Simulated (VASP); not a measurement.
Input of a VASP 6.6.1 run:

File INCAR:

```
SYSTEM = CaC2
PREC     = Accurate       ! precision mode
ENCUT    = 520            ! plane-wave cutoff, eV
EDIFF    = 1E-8           ! SCF threshold, eV
ISMEAR   = 0              ! smearing method
SIGMA    = 0.01           ! smearing width, eV
LREAL    = .FALSE.        ! projectors in reciprocal space
LASPH    = .TRUE.         ! aspherical terms in the spheres
NELM     = 80             ! most SCF steps
ALGO     = Normal         ! electronic algorithm
ISIF     = 2              ! what is computed and relaxed
LWAVE    = .FALSE.        ! write WAVECAR
LCHARG   = .FALSE.        ! write CHGCAR
NBANDS   = 16             ! bands
IBRION   = 8              ! ionic algorithm
NSW      = 1              ! ionic steps
LEPSILON = .TRUE.         ! dielectric tensor by DFPT
```

KPOINTS

```
regular mesh
0
G
  9 9 9
  0 0 0
```

POSCAR

```
CaC2
1.0
    1.8011778376      1.0399105094      3.6815828069
   -1.8011778376      1.0399105094      3.6815828069
    0.0000000000     -2.0798210187      3.6815828069
Ca C
1 2
Direct
    0.0000000000      0.0000000000      0.0000000000
    0.5559358742      0.5559358742      0.5559358742
    0.4440641258      0.4440641258      0.4440641258
```

Potentials or basis: VASP PAW LDA potentials, release 64 (Ca_sv, C).

Launch:

```bash
$ cat potpaw_LDA.64/Ca_sv/POTCAR potpaw_LDA.64/C/POTCAR > POTCAR
$ mpirun -np 1 vasp_std > vasp.out
```

**Question.** Estimate the electronic dielectric tensor (diagonal).

**Answer.** 3.96, 3.96, 5.32.

**Question.** Predict the Born charges (mean of the diagonal).

**Answer.** Ca +2.33; C -1.17 e.

**Question.** What does it give for the highest phonon frequency at Γ?

**Answer.** 1996 cm⁻¹.

Phonon frequencies in cm⁻¹ (negative: imaginary):
| q point | frequencies |
| --- | --- |
| (0.000, 0.000, 0.000) | 0 0 0 303 324 324 387 387 1996 |

Caveat: the cell stands under pressure or tension, which shifts response properties.
